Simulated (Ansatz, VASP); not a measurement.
# AlAs2: VASP beside Ansatz

```xyz
3
Lattice="-1.7262 1.7262 5.3930 1.7262 -1.7262 5.3930 1.7262 1.7262 -5.3930" Properties=species:S:1:pos:R:3 pbc="T T T"
Al    0.0000    0.0000    0.0000
As    0.0000    0.0000    4.1528
As    0.0000    0.0000    6.6332
```

Alike in both runs: functional PBE; k mesh 18 × 18 × 18; occupations gaussian, width 0.1 eV; no spin polarisation.

Ansatz relaxed the structure, and its values are those at the end. VASP's run is a single point on that final structure, the one shown.

```csv
,VASP,Ansatz
version,VASP 6.6.1,Ansatz 0.2.0
potentials or method,"VASP PAW PBE potentials, release 64 (Al, As), cutoff 520 eV","scalar-relativistic, plane waves, PAW"
valence electrons in the cell,13,33
```

```tsv
	VASP	Ansatz	Ansatz less VASP
gap on the k mesh at the Fermi level (eV)	none	none	-
pressure (GPa)	0.2	0.0	-0.20
rms of the force components (eV/Å)	0.027	0.000	-0.0270
```

A gap of «none» marks a metal or a gap that the smearing closes. With one functional, cell and mesh, what is left measures potentials, basis and numerics. VASP's potentials hold 13 valence electrons a cell and Ansatz's 33, so a difference there can come from the potentials and not from the codes.
